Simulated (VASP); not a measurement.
# Ga3Se (Pm-3m) in VASP: single point with PBE

Aim: the single point of Ga3Se with PBE.

Everything below comes from runs of VASP 6.6.1. Logs are shortened: lines on timing, memory, paths and dates and some standing lists are left out, and cuts for length are marked.

**1. The cell of the first run**

The structure is cubic, space group Pm-3m (No. 221). Conventional cell: a = 4.432 Å, b = 4.432 Å, c = 4.432 Å, α = 90.00°, β = 90.00°, γ = 90.00°. Ga (site symmetry 4/mmm) has 8 Ga at 3.13 Å and 4 Se at 3.13 Å within 4.1 Å. Within 4.1 Å of Se (site symmetry m-3m) lie 12 Ga at 3.13 Å.

**2. Single point, PBE**

Input file INCAR:

```
SYSTEM = Ga3Se
  PREC = Accurate
  ENCUT = 520
  EDIFF = 1E-6
  ISMEAR = 0
  SIGMA = 0.05
  LREAL = .FALSE.
  LASPH = .TRUE.
  NELM = 80
  ALGO = Normal
  ISIF = 2
  LWAVE = .FALSE.
  LCHARG = .TRUE.
  GGA = PE
  LELF = .TRUE.
  LVHAR = .TRUE.
  NBANDS = 30
```

Input file KPOINTS:

```
regular mesh
0
G
  6 6 6
  0 0 0
```

Input file POSCAR:

```
Ga3Se
1.0
    4.4324650000      0.0000000000      0.0000000000
    0.0000000000      4.4324650000      0.0000000000
    0.0000000000      0.0000000000      4.4324650000
Ga Se
3 1
Direct
    0.0000000000      0.5000000000      0.5000000000
    0.5000000000      0.0000000000      0.5000000000
    0.5000000000      0.5000000000      0.0000000000
    0.0000000000      0.0000000000      0.0000000000
```

Potentials or basis: VASP PAW PBE potentials, release 64 (Ga_d, Se).

Launch:

```sh
$ cat potpaw_PBE.64/Ga_d/POTCAR potpaw_PBE.64/Se/POTCAR > POTCAR
$ mpirun -np 1 vasp_std > vasp.out
```

OUTCAR:

```text
SYSTEM = Ga3Se
   PREC = Accurate
   ENCUT = 520
   EDIFF = 1E-6
   ISMEAR = 0
   LREAL = .FALSE.
   LASPH = .TRUE.
   NELM = 80
   ISIF = 2
   GGA = PE

 ion  position               nearest neighbor table
   1  0.000  0.500  0.500-
   2  0.500  0.000  0.500-
   3  0.500  0.500  0.000-
   4  0.000  0.000  0.000-

  LATTYP: Found a simple cubic cell.
 ALAT       =     4.4324650000

  Lattice vectors:

 A1 = (   4.4324650000,   0.0000000000,   0.0000000000)
 A2 = (   0.0000000000,   4.4324650000,   0.0000000000)
 A3 = (   0.0000000000,   0.0000000000,   4.4324650000)

Analysis of symmetry for initial positions (statically):
=====================================================================
 Subroutine PRICEL returns:
 Original cell was already a primitive cell.

 Routine SETGRP: Setting up the symmetry group for a
 simple cubic supercell.

 Subroutine GETGRP returns: Found 48 space group operations
 (whereof 48 operations were pure point group operations)
 out of a pool of 48 trial point group operations.

The static configuration has the point symmetry O_h .

Analysis of symmetry for dynamics (positions and initial velocities):
=====================================================================
 Subroutine PRICEL returns:
 Original cell was already a primitive cell.

 Routine SETGRP: Setting up the symmetry group for a
 simple cubic supercell.

 Subroutine GETGRP returns: Found 48 space group operations
 (whereof 48 operations were pure point group operations)
 out of a pool of 48 trial point group operations.

The dynamic configuration has the point symmetry O_h .

 Subroutine INISYM returns: Found 48 space group operations
 (whereof 48 operations are pure point group operations),
 and found     1 'primitive' translations

----------------------------------------------------------------------------------------

                                     Primitive cell

  volume of cell :      87.0835

  direct lattice vectors                    reciprocal lattice vectors
     4.432465000  0.000000000  0.000000000     0.225608098  0.000000000  0.000000000
     0.000000000  4.432465000  0.000000000     0.000000000  0.225608098  0.000000000
     0.000000000  0.000000000  4.432465000     0.000000000  0.000000000  0.225608098

  length of vectors
     4.432465000  4.432465000  4.432465000     0.225608098  0.225608098  0.225608098

  position of ions in fractional coordinates (direct lattice)
     0.000000000  0.500000000  0.500000000
     0.500000000  0.000000000  0.500000000
     0.500000000  0.500000000  0.000000000
     0.000000000  0.000000000  0.000000000

  ion indices of the primitive-cell ions
   primitive index   ion index
                 1           1
                 2           2
                 3           3
                 4           4

----------------------------------------------------------------------------------------

 KPOINTS: regular mesh

Automatic generation of k-mesh.
 Grid dimensions read from file:
 generate k-points for:    6    6    6

 Generating k-lattice:

  Cartesian coordinates                     Fractional coordinates (reciprocal lattice)
     0.037601350  0.000000000  0.000000000     0.166666667  0.000000000  0.000000000
     0.000000000  0.037601350  0.000000000     0.000000000  0.166666667  0.000000000
     0.000000000  0.000000000  0.037601350     0.000000000  0.000000000  0.166666667

  Length of vectors
     0.037601350  0.037601350  0.037601350

  Shift w.r.t. Gamma in fractional coordinates (k-lattice)
     0.000000000  0.000000000  0.000000000

 Subroutine IBZKPT returns following result:
 ===========================================

 Found     20 irreducible k-points:

 Following reciprocal coordinates:
            Coordinates               Weight
  0.000000  0.000000  0.000000      1.000000
  0.166667  0.000000  0.000000      6.000000
  0.333333  0.000000  0.000000      6.000000
  0.500000  0.000000  0.000000      3.000000
  0.166667  0.166667  0.000000     12.000000
  0.333333  0.166667  0.000000     24.000000
[... 12 lines left out ...]
  0.500000  0.500000  0.333333      6.000000
  0.500000  0.500000  0.500000      1.000000
   k-points           NKPTS =     20   k-points in BZ     NKDIM =     20   number of bands    NBANDS=     30
   number of dos      NEDOS =    301   number of ions     NIONS =      4
   total plane-waves  NPLWV =  46656
   dimension x,y,z NGX =    36 NGY =   36 NGZ =   36
   dimension x,y,z NGXF=    72 NGYF=   72 NGZF=   72
   ions per type =               3   1
   NGX,Y,Z   is equivalent  to a cutoff of  13.50, 13.50, 13.50 a.u.
   NGXF,Y,Z  is equivalent  to a cutoff of  27.00, 27.00, 27.00 a.u.
 SYSTEM =  Ga3Se
   PREC   = accura    normal or accurate (medium, high low for compatibility)
   ISTART =      0    job   : 0-new  1-cont  2-samecut
   ICHARG =      2    charge: 1-file 2-atom 10-const
   ISPIN  =      1    spin polarized calculation?
   LNONCOLLINEAR =      F non collinear calculations
   LSORBIT =      F    spin-orbit coupling
   LASPH  =      T    aspherical Exc in radial PAW
   ENCUT  =  520.0 eV  38.22 Ry    6.18 a.u.   8.24  8.24  8.24*2*pi/ulx,y,z
   NELM   =     80;   NELMIN=  2; NELMDL= -5     # of ELM steps
   EDIFF  = 0.1E-05   stopping-criterion for ELM
   LREAL  =      F    real-space projection
[... 7 lines left out ...]
   TEBEG  =    0.0;   TEEND  =   0.0 temperature during run
   PSTRESS=    0.0 pullay stress
   NELECT =      45.0000    total number of electrons
   NUPDOWN=      -1.0000    fix difference up-down
   EMIN   =  10.00;   EMAX   =-10.00  energy-range for DOS
   EFERMI =   0.00;   METHOD = LEGACY
   ISMEAR =     0;   SIGMA  =   0.05  broadening in eV -4-tet -1-fermi 0-gaus
   EFERMI_NEDOS =   21; number of points for ismear=-14 and -15
   IALGO  =     38    algorithm
   IMIX   =      4    mixing-type and parameters
     AMIX     =   0.40;   BMIX     =  1.00
     AMIX_MAG =   1.60;   BMIX_MAG =  1.00
  volume/ion in A,a.u.               =      21.77       146.92
  Fermi-wavevector in a.u.,A,eV,Ry     =   1.313713  2.482557 23.481488  1.725841
  Thomas-Fermi vector in A             =   2.444016
   LORBIT       =      0    0 simple, 1 ext, 2 COOP (PROOUT), +10 PAW based schemes
   GGA     = PE    functional components
   LHFCALC =     F    Hartree Fock is set to
   AEXX    =    0.0000 exact exchange contribution
   IVDW    =     0    specifies the selected vdW correction
   LEPSILON=     F    determine dielectric tensor
   LRPA    =     F    only Hartree local field effects (RPA)
 non-spin polarized calculation
 Gauss-broadening in eV      SIGMA  =   0.05
  energy-cutoff  :      520.00
  volume of cell :       87.08
 maximum number of plane-waves:      2364
 NGX is ok and might be reduce to    36
   NGX = 17   NGY = 17   NGZ = 17

 number of electron      44.9999944 magnetization

 Free energy of the ion-electron system (eV)
  ---------------------------------------------------
  ext. energy  EPLUGINS =         0.00000000
  ---------------------------------------------------
  free energy    TOTEN  =       -12.41927393 eV

  energy without entropy =      -12.41824019  energy(sigma->0) =      -12.41875706

 E-fermi :   4.6369     XC(G=0): -10.2676

 val. band max:        4.6031788765   @ k =   0.5000   0.1667   0.0000
 cond. band min:       4.7419024319   @ k =   0.5000   0.3333   0.1667
 fundamental gap:      0.1387235553
 Fermi energy:         4.6369437777

 k-point     1 :       0.0000    0.0000    0.0000
  band No.  band energies     occupation
      1     -10.4169      2.00000
      2     -10.3960      2.00000
      3     -10.3960      2.00000
      4     -10.3960      2.00000
      5     -10.3439      2.00000
      6     -10.3439      2.00000
[... 22 lines left out ...]
     29      10.6291      0.00000
     30      11.7485      0.00000

 k-point     2 :       0.1667    0.0000    0.0000
  band No.  band energies     occupation
      1     -10.4003      2.00000
      2     -10.3930      2.00000
      3     -10.3825      2.00000
      4     -10.3825      2.00000
      5     -10.3419      2.00000
      6     -10.3343      2.00000
[... 22 lines left out ...]
     29      11.3949      0.00000
     30      11.9908      0.00000

 k-point     3 :       0.3333    0.0000    0.0000
  band No.  band energies     occupation
      1     -10.3864      2.00000
      2     -10.3608      2.00000
      3     -10.3459      2.00000
      4     -10.3459      2.00000
      5     -10.3360      2.00000
      6     -10.3104      2.00000
[... 22 lines left out ...]
     29      10.9895      0.00000
     30      11.5417      0.00000

 k-point     4 :       0.5000    0.0000    0.0000
  band No.  band energies     occupation
      1     -10.3829      2.00000
      2     -10.3429      2.00000
      3     -10.3164      2.00000
      4     -10.3116      2.00000
      5     -10.3116      2.00000
      6     -10.2925      2.00000
[... 22 lines left out ...]
     29       9.1938      0.00000
     30      10.8504      0.00000

 k-point     5 :       0.1667    0.1667    0.0000
  band No.  band energies     occupation
      1     -10.3890      2.00000
      2     -10.3845      2.00000
      3     -10.3746      2.00000
      4     -10.3702      2.00000
      5     -10.3362      2.00000
      6     -10.3270      2.00000
[... 22 lines left out ...]
     29      11.1627      0.00000
     30      11.8138      0.00000
[... 394 lines left out ...]
     29      11.5389      0.00000
     30      12.6720      0.00000

 k-point    18 :       0.5000    0.3333    0.3333
  band No.  band energies     occupation
      1     -10.4229      2.00000
      2     -10.3472      2.00000
      3     -10.3353      2.00000
      4     -10.3304      2.00000
      5     -10.3298      2.00000
      6     -10.3267      2.00000
[... 22 lines left out ...]
     29      11.7981      0.00000
     30      11.9386      0.00000

 k-point    19 :       0.5000    0.5000    0.3333
  band No.  band energies     occupation
      1     -10.4413      2.00000
      2     -10.3402      2.00000
      3     -10.3402      2.00000
      4     -10.3383      2.00000
      5     -10.3295      2.00000
      6     -10.3295      2.00000
[... 22 lines left out ...]
     29      11.9146      0.00000
     30      12.8996      0.00000

 k-point    20 :       0.5000    0.5000    0.5000
  band No.  band energies     occupation
      1     -10.4624      2.00000
      2     -10.3447      2.00000
      3     -10.3447      2.00000
      4     -10.3447      2.00000
      5     -10.3345      2.00000
      6     -10.3345      2.00000
[... 22 lines left out ...]
     29      13.2022      0.00000
     30      13.2022      0.00000

------------------------ aborting loop because EDIFF is reached ----------------------------------------

  FORCE on cell =-STRESS in cart. coord.  units (eV):
  Direction    XX          YY          ZZ          XY          YZ          ZX
  --------------------------------------------------------------------------------------
  -------------------------------------------------------------------------------------
  Total       -0.2734253     -0.2734253     -0.2734253      0.0000000     -0.0000000      0.0000000
  in kB       -5.0305254     -5.0305254     -5.0305254      0.0000000     -0.0000000      0.0000000
  external PRESSURE =      -5.0305254 kB  Pullay stress =       0.0000000 kB

 VOLUME and BASIS-vectors are now :
 -----------------------------------------------------------------------------
  energy-cutoff  :      520.00
  volume of cell :       87.08
      direct lattice vectors                 reciprocal lattice vectors
     4.432465000  0.000000000  0.000000000     0.225608098  0.000000000  0.000000000
     0.000000000  4.432465000  0.000000000     0.000000000  0.225608098  0.000000000
     0.000000000  0.000000000  4.432465000     0.000000000  0.000000000  0.225608098

 POSITION                                       TOTAL-FORCE (eV/Angst)
 -----------------------------------------------------------------------------------
      0.00000      2.21623      2.21623         0.000000      0.000000      0.000000
      2.21623      0.00000      2.21623         0.000000      0.000000      0.000000
      2.21623      2.21623      0.00000         0.000000      0.000000      0.000000
      0.00000      0.00000      0.00000         0.000000      0.000000      0.000000
 -----------------------------------------------------------------------------------
    total drift:                                0.000000      0.000000      0.000000

  FREE ENERGIE OF THE ION-ELECTRON SYSTEM (eV)
  ---------------------------------------------------
  free  energy   TOTEN  =       -12.4192739341 eV

  energy  without entropy=      -12.4182401918  energy(sigma->0) =      -12.41875706
```

It took 35 s on 1 thread of Intel Xeon Platinum 8488C (Sapphire Rapids), shared host; peak memory 0.22 GiB.

What came out:

| Item | Value |
| --- | --- |
| Free energy | -12.4193 eV |
| Pressure | -0.5 GPa |

Levels at points of the mesh, in eV from the Fermi level:
| k point | band 20 | band 21 | band 22 | band 23 | band 24 | band 25 | band 26 | band 27 |
| --- | --- | --- | --- | --- | --- | --- | --- | --- |
| (0.00, 0.00, 0.00) | -3.72 | -2.85 | -2.85 | 1.60 | 1.60 | 1.60 | 4.41 | 4.41 |
| (0.50, 0.00, 0.00) | -2.79 | -2.17 | -1.05 | -0.26 | -0.26 | 1.19 | 3.97 | 4.17 |
| (0.50, 0.50, 0.00) | -2.16 | -0.78 | -0.72 | -0.72 | 1.35 | 1.66 | 1.66 | 1.85 |
| (0.50, 0.50, 0.50) | -4.86 | -4.86 | -4.86 | -3.50 | 3.96 | 3.96 | 3.96 | 8.51 |
